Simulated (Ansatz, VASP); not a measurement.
**TaN: VASP beside Ansatz**

Contents of INCAR:

```
SYSTEM = TaN
PREC = Accurate
ENCUT = 520
EDIFF = 1E-8
ISMEAR = -1
SIGMA = 0.02
LREAL = .FALSE.
LASPH = .TRUE.
NELM = 60
ALGO = Normal
ISIF = 2
LWAVE = .FALSE.
LCHARG = .FALSE.
GGA = PS
LEFG = .TRUE.
NBANDS = 15
```

Contents of KPOINTS:

```
regular mesh
0
G
  9 9 9
  0 0 0
```

The input POSCAR:

```
TaN
1.0
    0.0000000000      2.1717123202      2.1717123202
    2.1717123202      0.0000000000      2.1717123202
    2.1717123202      2.1717123202      0.0000000000
Ta N
1 1
Direct
    0.5000000000      0.5000000000      0.5000000000
    0.0000000000      0.0000000000      0.0000000000
```

Input for Ansatz:

```yaml
crystal:
  lattice:
    - [0.0, 2.1717123202, 2.1717123202]
    - [2.1717123202, 0.0, 2.1717123202]
    - [2.1717123202, 2.1717123202, 0.0]
  atoms:
    - { symbol: Ta, position: [0.5, 0.5, 0.5] }
    - { symbol: "N", position: [0.0, 0.0, 0.0] }
kpoints:
  mp_grid: { grid: [9, 9, 9] }
scf:
  occupations: { method: fermi_dirac, width: 0.02 }
hamiltonian:
  xc: pbesol
  pseudopotentials: { kind: paw }
output:
  forces: true
  stress: true
  eigenvalues: true
  efg: { contact_densities: true }
  write_density: true
  write_potential: true
  elf: true
  volumetric_format: npy
```

Change from the starting cell: volume scaled by 0.99, PAW files.

Alike in both runs: task electric field gradients; functional PBEsol; k mesh 9 × 9 × 9; occupations fermi-dirac, width 0.02 eV; no spin polarisation.

```csv
,VASP,Ansatz
version,VASP 6.6.1,Ansatz 0.2.0
potentials or method,"VASP PAW PBE potentials, release 64 (Ta_pv, N)","PAW with Ansatz's default frozen-core files, scalar-relativistic"
plane-wave cutoff (eV),520,420
valence electrons in the cell,16,18
```

|  | VASP | Ansatz | Ansatz less VASP |
| --- | --- | --- | --- |
| pressure (GPa) | 9.3 | 8.2 | -1.14 |

VASP's potentials were made for PBE, not for PBEsol. With one functional, cell and mesh, what is left measures potentials, basis and numerics. VASP's potentials hold 16 valence electrons a cell and Ansatz's 18, so a difference there can come from the potentials and not from the codes.

Spin-orbit coupling is off throughout.
